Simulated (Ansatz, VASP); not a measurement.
One calculation of CdF2, two programs

```xyz
3
Lattice="0.0000 2.6416 2.6416 2.6416 0.0000 2.6416 2.6416 2.6416 0.0000" Properties=species:S:1:pos:R:3 pbc="T T T"
Cd    0.0000    0.0000    0.0000
F     1.3208    1.3208    1.3208
F     3.9624    3.9624    3.9624
```

Alike in both runs: task single point; functional PBEsol; dispersion D3(BJ); k mesh 8 × 8 × 8; occupations gaussian, width 0.05 eV; no spin polarisation.

|  | VASP | Ansatz |
| --- | --- | --- |
| version | VASP 6.6.1 | Ansatz 0.2.0 |
| potentials or method | VASP PAW PBE potentials, release 64 (Cd_sv_GW, F), cutoff 600 eV | scalar-relativistic, plane waves, PAW |
| valence electrons in the cell | 34 | 34 |

|  | VASP | Ansatz | Ansatz less VASP |
| --- | --- | --- | --- |
| gap on the k mesh at the Fermi level (eV) | 3.12 | 3.14 | +0.016 |
| least direct gap on the mesh (eV) | 3.53 | 3.55 | +0.012 |
| pressure (GPa) | 4.4 | 5.1 | +0.70 |

VASP's potentials were made for PBE, not for PBEsol.
